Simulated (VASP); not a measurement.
# Pt (P6/mmm) in VASP: a series of runs, part 2 of 2

VASP 6.6.1. Earlier steps stand in the parts before.

### 3 Single point, revPBE (16.24 Å³/atom)

This run uses another cell than the first one, of 16.24 Å³/atom.

Input file INCAR:

```
SYSTEM = Pt
PREC = Accurate ; ENCUT = 520
EDIFF = 1E-6 ; ISMEAR = -1
SIGMA = 0.1 ; LREAL = .False.
LASPH = .True. ; NELM = 60
ALGO = Normal ; ISIF = 2
LWAVE = .False. ; LCHARG = .False.
GGA = RE ; NBANDS = 22
```

Input file KPOINTS:

```
regular mesh
0
Gamma
  9 9 13
  0 0 0
```

Input file POSCAR:

```
Pt
1.0
    4.5529300213      0.0000000000      0.0000000000
   -2.2764650106      3.9429530601      0.0000000000
    0.0000000000      0.0000000000      2.7146426379
Pt
3
Direct
    1.0000000000      1.0000000000      0.0000000000
    0.3333333333      0.6666666667      0.5000000000
    0.6666666667      0.3333333333      0.5000000000
```

Potentials or basis: VASP PAW PBE potentials, release 64 (Pt).

The run is started by

```sh
> cat potpaw_PBE.64/Pt/POTCAR > POTCAR
> mpirun -np 1 vasp_std > vasp.out
```

OUTCAR:

```text
SYSTEM = Pt
   PREC = Accurate
   ENCUT = 520
   EDIFF = 1E-6
   ISMEAR = -1
   LREAL = .False.
   LASPH = .True.
   NELM = 60
   ISIF = 2
   GGA = RE

 ion  position               nearest neighbor table
   1  0.000  0.000  0.000-   2 2.96   3 2.96   2 2.96   3 2.96   2 2.96   2 2.96   3 2.96   3 2.96
                             3 2.96   3 2.96   2 2.96   2 2.96
   2  0.333  0.667  0.500-   3 2.63   3 2.63   3 2.63   1 2.96   1 2.96   1 2.96   1 2.96   1 2.96
                             1 2.96
   3  0.667  0.333  0.500-   2 2.63   2 2.63   2 2.63   1 2.96   1 2.96   1 2.96   1 2.96   1 2.96
                             1 2.96

  LATTYP: Found a hexagonal cell.
 ALAT       =     4.5529300213
 C/A-ratio  =     0.5962407999

  Lattice vectors:

 A1 = (   4.5529300213,   0.0000000000,   0.0000000000)
 A2 = (  -2.2764650106,   3.9429530601,   0.0000000000)
 A3 = (   0.0000000000,   0.0000000000,   2.7146426379)

Analysis of symmetry for initial positions (statically):
=====================================================================
 Subroutine PRICEL returns:
 Original cell was already a primitive cell.

 Routine SETGRP: Setting up the symmetry group for a
 hexagonal supercell.

[... 163 lines left out ...]
  ---------------------------------------------------
  free energy    TOTEN  =       -16.40100858 eV

  energy without entropy =      -16.22344166  energy(sigma->0) =      -16.31222512

 E-fermi :   9.9022     XC(G=0): -12.9874

 val. band max:        9.8954327943   @ k =   0.3333   0.1111   0.3077
 cond. band min:       9.9031278530   @ k =   0.3333   0.3333   0.1538
 fundamental gap:      0.0076950587
 Fermi energy:         9.9022336160

 k-point     1 :       0.0000    0.0000    0.0000
  band No.  band energies     occupation
      1       0.5778      2.00000
      2       3.8524      2.00000
      3       5.3370      2.00000
      4       6.0051      2.00000
      5       6.0051      2.00000
      6       6.0342      2.00000
[... 589 lines left out ...]
     21      20.6121      0.00000
     22      25.1145      0.00000

 [... further k-points ...]
[... 5 lines left out ...]
  --------------------------------------------------------------------------------------
  -------------------------------------------------------------------------------------
  Total       -0.2244324     -0.2244324      0.0164686     -0.0000000      0.0000000      0.0000000
  in kB       -7.3785480     -7.3785480      0.5414292     -0.0000000      0.0000000      0.0000000
  external PRESSURE =      -4.7385556 kB  Pullay stress =       0.0000000 kB

 VOLUME and BASIS-vectors are now :
 -----------------------------------------------------------------------------
  energy-cutoff  :      520.00
  volume of cell :       48.73
      direct lattice vectors                 reciprocal lattice vectors
     4.552930021  0.000000000  0.000000000     0.219638781  0.126808509  0.000000000
    -2.276465011  3.942953060  0.000000000     0.000000000  0.253617019  0.000000000
     0.000000000  0.000000000  2.714642638     0.000000000  0.000000000  0.368372612

 POSITION                                       TOTAL-FORCE (eV/Angst)
 -----------------------------------------------------------------------------------
      0.00000      0.00000      0.00000         0.000000      0.000000      0.000000
     -0.00000      2.62864      1.35732         0.000000      0.000000      0.000000
      2.27647      1.31432      1.35732        -0.000000     -0.000000      0.000000
 -----------------------------------------------------------------------------------
    total drift:                                0.000000      0.000000     -0.000000

  FREE ENERGIE OF THE ION-ELECTRON SYSTEM (eV)
  ---------------------------------------------------
  free  energy   TOTEN  =       -16.4010085820 eV

  energy  without entropy=      -16.2234416608  energy(sigma->0) =      -16.31222512
```

It took 67 s on 1 thread of Intel Xeon Platinum 8259CL at 2.50GHz (Skylake/Cascade Lake), shared host; peak memory 0.21 GiB.

Results:

* Free energy: -16.4010 eV
* Pressure: -0.5 GPa
* Band gap on the k mesh: zero (bands 15 and 16 overlap by 1.23 eV)

Caveat: the PAW data sets were made with another functional, which shifts forces and pressure a little; spin-orbit coupling is left out, which moves the levels of the heavy elements.

### 4 Single point, revPBE (16.89 Å³/atom)

This run uses another cell than the first one, of 16.89 Å³/atom.

Input file INCAR:

```
ALGO     = Normal         # electronic algorithm
EDIFF    = 1E-6           # SCF threshold, eV
ENCUT    = 520            # plane-wave cutoff, eV
GGA      = RE             # functional
ISIF     = 2              # what is computed and relaxed
ISMEAR   = -1             # smearing method
LASPH    = True           # aspherical terms in the spheres
LCHARG   = True           # write CHGCAR
LELF     = True           # ELF
LREAL    = False          # projectors in reciprocal space
LVHAR    = True         
LWAVE    = False          # write WAVECAR
NBANDS   = 22             # bands
NELM     = 60             # most SCF steps
PREC     = Accurate       # precision mode
SIGMA    = 0.1            # smearing width, eV
```

Input file KPOINTS:

```
k-points
0
Gamma
  9 9 13
```

Input file POSCAR:

```
Pt
1.0
    4.6128438660      0.0000000000      0.0000000000
   -2.3064219330      3.9948399716      0.0000000000
    0.0000000000      0.0000000000      2.7503657166
Pt
3
Direct
    1.0000000000      1.0000000000      0.0000000000
    0.3333333333      0.6666666667      0.5000000000
    0.6666666667      0.3333333333      0.5000000000
```

The run is started by

```sh
> cat potpaw_PBE.64/Pt/POTCAR > POTCAR
> mpirun -np 1 vasp_std > vasp.out
```

It took 74 s on 1 thread of Intel Xeon Platinum 8259CL at 2.50GHz (Skylake/Cascade Lake), shared host; peak memory 0.21 GiB.

It converged, with:

| Property | Result |
| --- | --- |
| Free energy | -16.3480 eV |
| Pressure | -8.1 GPa |
| Band gap on the k mesh | zero (bands 15 and 16 overlap by 1.15 eV) |

Stress tensor (GPa, compression positive):
```
-8.37  0.00  0.00
 0.00 -8.37  0.00
 0.00  0.00 -7.70
```

Levels at points of the mesh, in eV from the Fermi level:
```
           k point  band 13  band 14  band 15  band 16  band 17  band 18
(0.00, 0.00, 0.00)    -1.62    -1.62     0.27     0.27     4.66     5.58
```

Caveat: the cell stands under tension; the PAW data sets were made with another functional, which shifts forces and pressure a little; spin-orbit coupling is left out, which moves the levels of the heavy elements.

### 5 Single point, revPBE (17.54 Å³/atom)

This run uses another cell than the first one, of 17.54 Å³/atom.

Input file INCAR:

```
PREC = Accurate
ENCUT = 520
EDIFF = 1E-6
ISMEAR = -1
SIGMA = 0.1
LREAL = F
LASPH = T
NELM = 80
ALGO = Normal
ISIF = 2
LWAVE = F
LCHARG = T
GGA = RE
LELF = T
LVHAR = T
NBANDS = 22
```

Input file KPOINTS:

```
Automatic mesh
0
Gamma
  9 9 13
```

Input file POSCAR:

```
Pt
1.0
    4.6712404940      0.0000000000      0.0000000000
   -2.3356202470      4.0454129350      0.0000000000
    0.0000000000      0.0000000000      2.7851841688
Pt
3
Direct
    1.0000000000      1.0000000000      0.0000000000
    0.3333333333      0.6666666667      0.5000000000
    0.6666666667      0.3333333333      0.5000000000
```

The run is started by

```sh
> cat potpaw_PBE.64/Pt/POTCAR > POTCAR
> mpirun -np 1 vasp_std > vasp.out
```

Run time: 80 s. Hardware: 1 thread of Intel Xeon Platinum 8259CL at 2.50GHz (Skylake/Cascade Lake), shared host; peak memory 0.22 GiB.

The run converged. Its results:

```yaml
Free_energy: -16.2131 eV
Pressure: -14.0 GPa
Band_gap_on_the_k_mesh: zero (bands 15 and 16 overlap by 1.03 eV)
```

Stress tensor (GPa, compression positive):
```
-14.19   0.00   0.00
  0.00 -14.19   0.00
  0.00   0.00 -13.63
```

Levels at points of the mesh, in eV from the Fermi level:
| k point | band 13 | band 14 | band 15 | band 16 | band 17 | band 18 |
| --- | --- | --- | --- | --- | --- | --- |
| (0.00, 0.00, 0.00) | -1.52 | -1.52 | 0.24 | 0.24 | 4.48 | 5.37 |

Caveat: the cell stands under tension; the PAW data sets were made with another functional, which shifts forces and pressure a little; spin-orbit coupling is left out, which moves the levels of the heavy elements.

### 6 Summary

| cell | gap on the mesh (eV) | pressure (GPa) |
| --- | --- | --- |
| a = 4.491, b = 4.491, c = 2.678 Å, angles 90.0, 90.0, 120.0°, 3 atoms | none | 9.5 |
| a = 4.553, b = 4.553, c = 2.715 Å, angles 90.0, 90.0, 120.0°, 3 atoms | none | -0.5 |
| a = 4.613, b = 4.613, c = 2.750 Å, angles 90.0, 90.0, 120.0°, 3 atoms | none | -8.1 |
| a = 4.671, b = 4.671, c = 2.785 Å, angles 90.0, 90.0, 120.0°, 3 atoms | none | -14.0 |

Alike in all rows: task single point; level revPBE; potentials or basis VASP PAW PBE potentials, release 64 (Pt); no spin polarisation; k mesh 9 × 9 × 13; cutoff (eV) 520; smearing fermi-dirac 0.1 eV.

Caveats: the PAW data sets were made with another functional, which shifts forces and pressure a little; spin-orbit coupling is left out, which moves the levels of the heavy elements; the cell stands under tension (at least some runs); the cell stands under pressure (at least some runs).

Total energies depend on the potentials used, so only differences within one code and one set of settings carry meaning.
